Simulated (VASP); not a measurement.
Here is a VASP 6.6.1 calculation.

File INCAR:

```
PREC = Accurate
ENCUT = 600
EDIFF = 1E-6
ISMEAR = -1
SIGMA = 0.05
LREAL = False
LASPH = True
NELM = 60
ALGO = Normal
ISIF = 3
LWAVE = False
LCHARG = False
GGA = PE
IBRION = 2
NSW = 45
EDIFFG = -0.005
```

File KPOINTS:

```
regular mesh
0
Gamma
  10 10 5
```

The input POSCAR:

```
Rb
1.0
    5.0664732571      0.0000000000      0.0000000000
   -2.5332366285      4.3876945482      0.0000000000
    0.0000000000      0.0000000000      8.2076866765
Rb
2
Direct
    0.3333333333      0.6666666667      0.2500000000
    0.6666666667      0.3333333333      0.7500000000
```

Potentials or basis: VASP PAW PBE potentials, release 64 (Rb_sv).

Command:

```console
$ cat potpaw_PBE.64/Rb_sv/POTCAR > POTCAR
$ mpirun -np 1 vasp_std > vasp.out
```

Question: Estimate the relaxed volume.

Answer: 91.49 Å³/atom.

Question: Predict the relaxed cell.

Answer: a = 5.070 Å, b = 5.070 Å, c = 8.221 Å, α = 90.00°, β = 90.00°, γ = 120.00°.

Final structure:
```cif
data_structure
_symmetry_space_group_name_H-M 'P 1'
_symmetry_Int_Tables_number 1
_cell_length_a 5.0696
_cell_length_b 5.0696
_cell_length_c 8.2208
_cell_angle_alpha 90.000
_cell_angle_beta 90.000
_cell_angle_gamma 120.000
_cell_volume 182.97
loop_
_atom_site_label
_atom_site_type_symbol
_atom_site_fract_x
_atom_site_fract_y
_atom_site_fract_z
_atom_site_occupancy
Rb1 Rb 0.33333 0.66667 0.25000 1
Rb2 Rb 0.66667 0.33333 0.75000 1
```
